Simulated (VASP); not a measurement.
# V (Im-3m) in VASP: a series of runs

Runs on V. Level: HSE06. Tasks: single point.

Program: VASP 6.6.1. These are calculated values, not measurements. Logs are shortened: lines on timing, memory, paths and dates and some standing lists are left out, and cuts for length are marked.

## 1. The cell of the first run

It takes space group Im-3m (No. 229, cubic). Conventional cell: a = 2.970 Å, b = 2.970 Å, c = 2.970 Å, α = 90.00°, β = 90.00°, γ = 90.00°. V (site symmetry m-3m) has 14 V at 2.57 to 2.97 Å within 3.4 Å.

## 2. Single point, HSE06

File POSCAR:

```
V
1.0
   -1.4849661406      1.4849661406      1.4849661406
    1.4849661406     -1.4849661406      1.4849661406
    1.4849661406      1.4849661406     -1.4849661406
V
1
Direct
    0.0000000000      0.0000000000      0.0000000000
```

File INCAR.step1:

```
  PREC = Accurate
  ENCUT = 520
  EDIFF = 1E-5
  ISMEAR = -1
  SIGMA = 0.1
  LREAL = False
  LASPH = True
  NELM = 80
  ALGO = Normal
  ISIF = 2
  LWAVE = True
  NBANDS = 12
  GGA = PE
```

File INCAR.step2:

```
  PREC = Accurate
  ENCUT = 520
  EDIFF = 1E-6
  ISMEAR = -1
  SIGMA = 0.1
  LREAL = False
  LASPH = True
  NELM = 80
  ALGO = Normal
  ISIF = 2
  LWAVE = False
  LCHARG = True
  GGA = PE
  LHFCALC = True
  HFSCREEN = 0.2079
  PRECFOCK = Normal
  LELF = True
  LVHAR = True
  NBANDS = 12
  ISTART = 1
```

File KPOINTS:

```
Automatic mesh
0
Gamma
  6 6 6
```

Potentials or basis: VASP PAW PBE potentials, release 64 (V_sv).

The run is started by

```console
> cat potpaw_PBE.64/V_sv/POTCAR > POTCAR
> cp INCAR.step1 INCAR
> mpirun -np 1 vasp_std > vasp.out
> cp INCAR.step2 INCAR
> mpirun -np 1 vasp_std > vasp.out
```

OUTCAR:

```text
PREC = Accurate
   ENCUT = 520
   EDIFF = 1E-6
   ISMEAR = -1
   LREAL = False
   LASPH = True
   NELM = 80
   ISIF = 2
   GGA = PE
   LHFCALC = True
   HFSCREEN = 0.2079
   PRECFOCK = Normal
   ISTART = 1

 ion  position               nearest neighbor table
   1  0.000  0.000  0.000-

  LATTYP: Found a body centered cubic cell.
 ALAT       =     2.9699322812

  Lattice vectors:

 A1 = (  -1.4849661406,   1.4849661406,   1.4849661406)
 A2 = (   1.4849661406,  -1.4849661406,   1.4849661406)
 A3 = (   1.4849661406,   1.4849661406,  -1.4849661406)

Analysis of symmetry for initial positions (statically):
=====================================================================
 Subroutine PRICEL returns:
 Original cell was already a primitive cell.

 Routine SETGRP: Setting up the symmetry group for a
 body centered cubic supercell.

 Subroutine GETGRP returns: Found 48 space group operations
 (whereof 48 operations were pure point group operations)
 out of a pool of 48 trial point group operations.

The static configuration has the point symmetry O_h .

Analysis of symmetry for dynamics (positions and initial velocities):
=====================================================================
 Subroutine PRICEL returns:
 Original cell was already a primitive cell.

 Routine SETGRP: Setting up the symmetry group for a
 body centered cubic supercell.

 Subroutine GETGRP returns: Found 48 space group operations
 (whereof 48 operations were pure point group operations)
 out of a pool of 48 trial point group operations.

The dynamic configuration has the point symmetry O_h .

 Subroutine INISYM returns: Found 48 space group operations
 (whereof 48 operations are pure point group operations),
 and found     1 'primitive' translations

----------------------------------------------------------------------------------------

                                     Primitive cell

  volume of cell :      13.0981

  direct lattice vectors                    reciprocal lattice vectors
    -1.484966141  1.484966141  1.484966141     0.000000000  0.336708014  0.336708014
     1.484966141 -1.484966141  1.484966141     0.336708014  0.000000000  0.336708014
     1.484966141  1.484966141 -1.484966141     0.336708014  0.336708014  0.000000000

  length of vectors
     2.572036803  2.572036803  2.572036803     0.476177040  0.476177040  0.476177040

  position of ions in fractional coordinates (direct lattice)
     0.000000000  0.000000000  0.000000000

  ion indices of the primitive-cell ions
   primitive index   ion index
                 1           1

----------------------------------------------------------------------------------------

 KPOINTS: Automatic mesh

Automatic generation of k-mesh.
 Grid dimensions read from file:
 generate k-points for:    6    6    6

 Generating k-lattice:

  Cartesian coordinates                     Fractional coordinates (reciprocal lattice)
     0.000000000  0.056118002  0.056118002     0.166666667  0.000000000  0.000000000
     0.056118002  0.000000000  0.056118002     0.000000000  0.166666667  0.000000000
     0.056118002  0.056118002  0.000000000     0.000000000  0.000000000  0.166666667

  Length of vectors
     0.079362840  0.079362840  0.079362840

  Shift w.r.t. Gamma in fractional coordinates (k-lattice)
     0.000000000  0.000000000  0.000000000

 Subroutine IBZKPT returns following result:
 ===========================================

 Found     16 irreducible k-points:

 Following reciprocal coordinates:
            Coordinates               Weight
  0.000000  0.000000  0.000000      1.000000
  0.166667  0.000000  0.000000     12.000000
  0.333333  0.000000  0.000000     12.000000
  0.500000  0.000000  0.000000      6.000000
  0.166667  0.166667  0.000000     24.000000
  0.333333  0.166667  0.000000     48.000000
[... 8 lines left out ...]
  0.500000  0.500000  0.333333     12.000000
  0.500000  0.500000  0.500000      1.000000
   k-points           NKPTS =     16   k-points in BZ     NKDIM =    216   number of bands    NBANDS=     12
   number of dos      NEDOS =    301   number of ions     NIONS =      1
   total plane-waves  NPLWV =   8000
   dimension x,y,z NGX =    20 NGY =   20 NGZ =   20
   dimension x,y,z NGXF=    40 NGYF=   40 NGZF=   40
   ions per type =               1
   NGX,Y,Z   is equivalent  to a cutoff of  12.93, 12.93, 12.93 a.u.
   NGXF,Y,Z  is equivalent  to a cutoff of  25.85, 25.85, 25.85 a.u.
 SYSTEM =  unknown system
   PREC   = accura    normal or accurate (medium, high low for compatibility)
   ISTART =      1    job   : 0-new  1-cont  2-samecut
   ICHARG =      0    charge: 1-file 2-atom 10-const
   ISPIN  =      1    spin polarized calculation?
   LNONCOLLINEAR =      F non collinear calculations
   LSORBIT =      F    spin-orbit coupling
   LASPH  =      T    aspherical Exc in radial PAW
   ENCUT  =  520.0 eV  38.22 Ry    6.18 a.u.   4.78  4.78  4.78*2*pi/ulx,y,z
   NELM   =     80;   NELMIN=  2; NELMDL=  0     # of ELM steps
   EDIFF  = 0.1E-05   stopping-criterion for ELM
   LREAL  =      F    real-space projection
   EDIFFG = 0.1E-04   stopping-criterion for IOM
   NSW    =      0    number of steps for IOM
   IBRION =     -1    ionic relax: 0-MD 1-quasi-New 2-CG
   NFREE  =      0    steps in history (QN), initial steepest desc. (CG)
   ISIF   =      2    stress and relaxation
   ISYM   =      3    0-nonsym 1-usesym 2-fastsym
   POTIM  = 0.5000    time-step for ionic-motion
   TEBEG  =    0.0;   TEEND  =   0.0 temperature during run
   PSTRESS=    0.0 pullay stress
   NELECT =      13.0000    total number of electrons
   NUPDOWN=      -1.0000    fix difference up-down
   EMIN   =  10.00;   EMAX   =-10.00  energy-range for DOS
   EFERMI =   0.00;   METHOD = LEGACY
   ISMEAR =    -1;   SIGMA  =   0.10  broadening in eV -4-tet -1-fermi 0-gaus
   EFERMI_NEDOS =   21; number of points for ismear=-14 and -15
   IALGO  =     38    algorithm
   IMIX   =      1    mixing-type and parameters
     AMIX     =   0.40;   BMIX     =  1.00
     AMIX_MAG =   1.60;   BMIX_MAG =  1.00
  volume/ion in A,a.u.               =      13.10        88.39
  Fermi-wavevector in a.u.,A,eV,Ry     =   1.633000  3.085922 36.282487  2.666688
  Thomas-Fermi vector in A             =   2.724877
   LORBIT       =      0    0 simple, 1 ext, 2 COOP (PROOUT), +10 PAW based schemes
   GGA     = PE    functional components
   LHFCALC =     T    Hartree Fock is set to
   PRECFOCK=normal    Normal, Fast or Accurate (Low or Medium for compatibility)
   ENCUT4O =  -1.0   cutoff for four orbital integrals eV
   NKREDX  =     1    reduce k-point grid by
   NKREDY  =     1    reduce k-point grid by
   NKREDZ  =     1    reduce k-point grid by
   AEXX    =    0.2500 exact exchange contribution
   HFSCREEN=    0.2079 screening length (either q_TF or 0.3 A-1)
   HFSCREENC=   0.2079 screening length for correlation (either q_TF or 0.3 A-1)
   ENCUTFOCK=  -1.0 apply spherical cutoff to Coloumb kernel
   IVDW    =     0    specifies the selected vdW correction
   LEPSILON=     F    determine dielectric tensor
   LRPA    =     F    only Hartree local field effects (RPA)
 non-spin polarized calculation
  energy-cutoff  :      520.00
  volume of cell :       13.10
 maximum number of plane-waves:       370
  NGX = 16; NGY = 16; NGZ = 16

 number of electron      12.9999997 magnetization

 Free energy of the ion-electron system (eV)
  ---------------------------------------------------
  ext. energy  EPLUGINS =         0.00000000
  ---------------------------------------------------
  free energy    TOTEN  =       -10.82974222 eV

  energy without entropy =      -10.77236948  energy(sigma->0) =      -10.80105585

 E-fermi :   9.8562     XC(G=0): -10.6681

 val. band max:        9.6447940476   @ k =   0.3333   0.1667   0.0000
 cond. band min:       9.8746273284   @ k =  -0.3333   0.5000   0.1667
 fundamental gap:      0.2298332808
 Fermi energy:         9.8561986137

 k-point     1 :       0.0000    0.0000    0.0000
  band No.  band energies     occupation
      1     -58.9615      2.00000
      2     -30.4932      2.00000
      3     -30.4932      2.00000
      4     -30.4932      2.00000
      5       2.0958      2.00000
      6      10.7277      0.00033
      7      10.7277      0.00033
      8      10.7277      0.00033
      9      13.3613      0.00000
     10      13.3613      0.00000
     11      31.7919      0.00000
     12      31.7919      0.00000

 k-point     2 :       0.1667    0.0000    0.0000
  band No.  band energies     occupation
      1     -58.9029      2.00000
      2     -30.7737      2.00000
      3     -30.5751      2.00000
      4     -30.4943      2.00000
      5       3.3187      2.00000
      6      10.0619      0.22664
      7      10.3826      0.01030
      8      11.6019      0.00000
      9      12.9114      0.00000
     10      13.3687      0.00000
     11      30.0151      0.00000
     12      31.2381      0.00000

 k-point     3 :       0.3333    0.0000    0.0000
  band No.  band energies     occupation
      1     -58.7842      2.00000
      2     -31.3134      2.00000
      3     -30.7350      2.00000
      4     -30.4951      2.00000
      5       5.5924      2.00000
      6       8.8871      1.99988
      7       9.9838      0.43655
      8      13.0734      0.00000
      9      13.5119      0.00000
     10      13.6749      0.00000
     11      24.9571      0.00000
     12      28.4614      0.00000

 k-point     4 :       0.5000    0.0000    0.0000
  band No.  band energies     occupation
      1     -58.7242      2.00000
      2     -31.5737      2.00000
      3     -30.8135      2.00000
      4     -30.4953      2.00000
      5       5.9535      2.00000
      6       8.3708      2.00000
      7      11.5024      0.00000
      8      13.2772      0.00000
      9      13.6584      0.00000
     10      14.9792      0.00000
     11      21.5695      0.00000
     12      27.0231      0.00000

 k-point     5 :       0.1667    0.1667    0.0000
  band No.  band energies     occupation
      1     -58.8141      2.00000
      2     -31.1360      2.00000
      3     -30.6853      2.00000
      4     -30.5525      2.00000
      5       5.2800      2.00000
      6       9.2703      1.99431
      7       9.4182      1.97527
      8      12.6127      0.00000
      9      13.3472      0.00000
     10      13.7116      0.00000
     11      27.6156      0.00000
     12      28.2143      0.00000
[... 108 lines left out ...]
      1     -58.6651      2.00000
      2     -31.3389      2.00000
      3     -31.0873      2.00000
      4     -30.7433      2.00000
      5       7.6177      2.00000
      6       7.8892      2.00000
      7       9.8746      0.90812
      8      12.6414      0.00000
      9      13.9654      0.00000
     10      17.6839      0.00000
     11      23.2779      0.00000
     12      23.5434      0.00000

 k-point    14 :      -0.3333    0.3333    0.3333
  band No.  band energies     occupation
      1     -58.6506      2.00000
      2     -31.1893      2.00000
      3     -31.0163      2.00000
      4     -31.0163      2.00000
      5       7.0352      2.00000
      6       7.7027      2.00000
      7      12.1271      0.00000
      8      12.1271      0.00000
      9      13.4302      0.00000
     10      16.2585      0.00000
     11      25.7910      0.00000
     12      25.7910      0.00000

 k-point    15 :       0.5000    0.5000    0.3333
  band No.  band energies     occupation
      1     -58.6057      2.00000
      2     -31.2945      2.00000
      3     -31.1063      2.00000
      4     -31.0317      2.00000
      5       6.8380      2.00000
      6       6.9744      2.00000
      7      12.4112      0.00000
      8      12.8532      0.00000
      9      14.6656      0.00000
     10      19.6651      0.00000
     11      21.2592      0.00000
     12      23.7147      0.00000

 k-point    16 :       0.5000    0.5000    0.5000
  band No.  band energies     occupation
      1     -58.5659      2.00000
      2     -31.1997      2.00000
      3     -31.1997      2.00000
      4     -31.1997      2.00000
      5       6.2083      2.00000
      6       6.2083      2.00000
      7      14.5602      0.00000
      8      14.5602      0.00000
      9      14.5602      0.00000
     10      21.2069      0.00000
     11      21.2069      0.00000
     12      21.2069      0.00000

------------------------ aborting loop because EDIFF is reached ----------------------------------------

  FORCE on cell =-STRESS in cart. coord.  units (eV):
  Direction    XX          YY          ZZ          XY          YZ          ZX
  --------------------------------------------------------------------------------------
  -------------------------------------------------------------------------------------
  Total        0.2120243      0.2120243      0.2120243      0.0000000      0.0000000     -0.0000000
  in kB       25.9350198     25.9350198     25.9350198      0.0000000      0.0000000     -0.0000000
  external PRESSURE =      25.9350198 kB  Pullay stress =       0.0000000 kB

 VOLUME and BASIS-vectors are now :
 -----------------------------------------------------------------------------
  energy-cutoff  :      520.00
  volume of cell :       13.10
      direct lattice vectors                 reciprocal lattice vectors
    -1.484966141  1.484966141  1.484966141     0.000000000  0.336708014  0.336708014
     1.484966141 -1.484966141  1.484966141     0.336708014  0.000000000  0.336708014
     1.484966141  1.484966141 -1.484966141     0.336708014  0.336708014  0.000000000

 POSITION                                       TOTAL-FORCE (eV/Angst)
 -----------------------------------------------------------------------------------
      0.00000      0.00000      0.00000        -0.000000      0.000000     -0.000000
 -----------------------------------------------------------------------------------
    total drift:                               -0.000000      0.000000      0.000001

  FREE ENERGIE OF THE ION-ELECTRON SYSTEM (eV)
  ---------------------------------------------------
  free  energy   TOTEN  =       -10.8297422218 eV

  energy  without entropy=      -10.7723694787  energy(sigma->0) =      -10.80105585
```

Wall time 13 min (1 thread of AMD EPYC 7R13, shared host); peak memory 0.2 GiB.

What came out:

| Property | Result |
| --- | --- |
| Free energy | -10.8297 eV |
| Pressure | 2.6 GPa |
| Band gap on the k mesh | zero (an odd number of electrons rules out a gap without spin polarisation) |

Caveat: the k points lie up to 0.50 Å⁻¹ apart, too coarse for converged energies and pressures of a metal; the PAW data sets were made with another functional, which shifts forces and pressure a little.

## 3. Single point, HSE06

POSCAR is that of step 2.

File INCAR.step1:

```
SYSTEM = V
  PREC = Accurate
  ENCUT = 520
  EDIFF = 1E-5
  ISMEAR = -1
  SIGMA = 0.1
  LREAL = .False.
  LASPH = .True.
  NELM = 60
  ALGO = Normal
  ISIF = 2
  LWAVE = .True.
  NBANDS = 12
  GGA = PE
```

File INCAR.step2:

```
SYSTEM = V
  PREC = Accurate
  ENCUT = 520
  EDIFF = 1E-6
  ISMEAR = -1
  SIGMA = 0.1
  LREAL = .False.
  LASPH = .True.
  NELM = 60
  ALGO = Normal
  ISIF = 2
  LWAVE = .False.
  LCHARG = .True.
  GGA = PE
  LHFCALC = .True.
  HFSCREEN = 0.2079
  PRECFOCK = Normal
  LELF = .True.
  LVHAR = .True.
  NBANDS = 12
  ISTART = 1
```

File KPOINTS:

```
regular mesh
0
Gamma
  6 6 6
  0 0 0
```

Potentials or basis: VASP PAW PBE potentials, release 64 (V_sv).

The run is started by

```console
> cat potpaw_PBE.64/V_sv/POTCAR > POTCAR
> cp INCAR.step1 INCAR
> mpirun -np 1 vasp_std > vasp.out
> cp INCAR.step2 INCAR
> mpirun -np 1 vasp_std > vasp.out
```

OUTCAR:

```text
SYSTEM = V
   PREC = Accurate
   ENCUT = 520
   EDIFF = 1E-6
   ISMEAR = -1
   LREAL = .False.
   LASPH = .True.
   NELM = 60
   ISIF = 2
   GGA = PE
   LHFCALC = .True.
   HFSCREEN = 0.2079
   PRECFOCK = Normal
   ISTART = 1

 ion  position               nearest neighbor table
   1  0.000  0.000  0.000-

  LATTYP: Found a body centered cubic cell.
 ALAT       =     2.9699322812
[... 417 lines left out ...]
      7      14.5602      0.00000
      8      14.5602      0.00000
      9      14.5602      0.00000
     10      21.2069      0.00000
     11      21.2069      0.00000
     12      21.2069      0.00000

------------------------ aborting loop because EDIFF is reached ----------------------------------------

  FORCE on cell =-STRESS in cart. coord.  units (eV):
  Direction    XX          YY          ZZ          XY          YZ          ZX
  --------------------------------------------------------------------------------------
  -------------------------------------------------------------------------------------
  Total        0.2120243      0.2120243      0.2120243      0.0000000      0.0000000     -0.0000000
  in kB       25.9350198     25.9350198     25.9350198      0.0000000      0.0000000     -0.0000000
  external PRESSURE =      25.9350198 kB  Pullay stress =       0.0000000 kB

 VOLUME and BASIS-vectors are now :
 -----------------------------------------------------------------------------
  energy-cutoff  :      520.00
  volume of cell :       13.10
      direct lattice vectors                 reciprocal lattice vectors
    -1.484966141  1.484966141  1.484966141     0.000000000  0.336708014  0.336708014
     1.484966141 -1.484966141  1.484966141     0.336708014  0.000000000  0.336708014
     1.484966141  1.484966141 -1.484966141     0.336708014  0.336708014  0.000000000

 POSITION                                       TOTAL-FORCE (eV/Angst)
 -----------------------------------------------------------------------------------
      0.00000      0.00000      0.00000        -0.000000      0.000000     -0.000000
 -----------------------------------------------------------------------------------
    total drift:                               -0.000000      0.000000      0.000001

  FREE ENERGIE OF THE ION-ELECTRON SYSTEM (eV)
  ---------------------------------------------------
  free  energy   TOTEN  =       -10.8297422218 eV

  energy  without entropy=      -10.7723694787  energy(sigma->0) =      -10.80105585
```

OUTCAR.step1:

```text
SYSTEM = V
   PREC = Accurate
   ENCUT = 520
   EDIFF = 1E-5
   ISMEAR = -1
   LREAL = .False.
[... 444 lines left out ...]

 POSITION                                       TOTAL-FORCE (eV/Angst)
 -----------------------------------------------------------------------------------
      0.00000      0.00000      0.00000        -0.000000     -0.000000     -0.000000
 -----------------------------------------------------------------------------------
    total drift:                                0.000000     -0.000000      0.000000

  FREE ENERGIE OF THE ION-ELECTRON SYSTEM (eV)
  ---------------------------------------------------
  free  energy   TOTEN  =        -8.9675478164 eV

  energy  without entropy=       -8.8842028712  energy(sigma->0) =       -8.92587534
```

It took 15 min on 1 thread of AMD EPYC 7R13, shared host; peak memory 0.2 GiB.

Results:

```yaml
Free_energy: -10.8297 eV
Pressure: 2.6 GPa
Band_gap_on_the_k_mesh: zero (an odd number of electrons rules out a gap without spin polarisation)
```

Levels at points of the mesh, in eV from the Fermi level:
```csv
k point,band 3,band 4,band 5,band 6,band 7,band 8,band 9,band 10
"(0.00, 0.00, 0.00)",-40.35,-40.35,-7.76,0.87,0.87,0.87,3.51,3.51
"(0.50, 0.00, 0.00)",-40.67,-40.35,-3.90,-1.49,1.65,3.42,3.80,5.12
"(0.50, 0.50, 0.50)",-41.06,-41.06,-3.65,-3.65,4.70,4.70,4.70,11.35
```

Caveat: the k points lie up to 0.50 Å⁻¹ apart, too coarse for converged energies and pressures of a metal; the PAW data sets were made with another functional, which shifts forces and pressure a little.

The gap in the log of VASP goes by the Fermi energy; the results here count the filled bands.